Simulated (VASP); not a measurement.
PbSe: single point with LDA

Crystal: PbSe.

```
Pb Se
1.0
     2.06498   -5.87806    0.00000
     2.06498    5.87806    0.00000
     0.00000    0.00000    4.26484
Pb Se
2 2
Direct
  0.63176 0.36824 0.75000
  0.36824 0.63176 0.25000
  0.86129 0.13871 0.75000
  0.13871 0.86129 0.25000
```

```yaml
Program: VASP 6.6.1
Task: single point
Functional: LDA
Potentials_or_basis: VASP PAW LDA potentials, release 64 (Pb_d, Se)
Cutoff: 520 eV
k_mesh: 6 × 6 × 4
Occupations: gaussian, width 0.01 eV
Spin: no spin polarisation
```

```yaml
Pressure: 4.0 GPa
Largest_force: 0.664 eV/Å
Band_gap_on_the_k_mesh: 0.92 eV, indirect (least direct gap 1.35 eV)
```

Forces in eV/Å, atoms in the order of the input:
```
Pb   0.000  0.664  0.000
Pb   0.000 -0.664  0.000
Se   0.000 -0.531  0.000
Se   0.000  0.531  0.000
```

Stress tensor (GPa, compression positive):
```
4.11 0.00 0.00
0.00 4.11 0.00
0.00 0.00 3.83
```

Levels at points of the mesh, in eV from the valence-band top:
```csv
k point,band 16,band 17,band 18,band 19,band 20,band 21,band 22,band 23,band 24,band 25
"(0.00, 0.00, 0.00)",-3.55,-2.76,-2.06,-1.74,-0.60,4.10,4.55,4.88,5.66,5.68
"(0.50, 0.00, 0.00)",-2.38,-1.59,-1.28,-0.48,-0.38,1.43,1.46,1.64,2.58,2.86
"(0.50, 0.50, 0.00)",-3.08,-2.36,-2.02,-1.51,-0.81,0.92,4.17,4.43,4.50,5.23
"(0.00, 0.00, 0.50)",-3.32,-1.21,-1.21,0.00,0.00,1.35,1.35,2.16,2.16,5.22
"(0.50, 0.00, 0.50)",-5.03,-3.83,-3.83,-1.64,-1.64,3.05,3.05,5.83,5.83,6.35
"(0.50, 0.50, 0.50)",-1.39,-1.28,-1.28,-0.58,-0.58,1.45,1.45,2.76,2.76,2.99
```

Run time: 86 s on 1 thread of Intel(R) Xeon(R) Platinum 8259CL CPU @ 2.50GHz (Skylake/Cascade Lake), with other jobs on the host, peak memory 0.27 GiB.

Caveat: spin-orbit coupling is left out, which moves the levels of the heavy elements. A k mesh can miss the band edges.
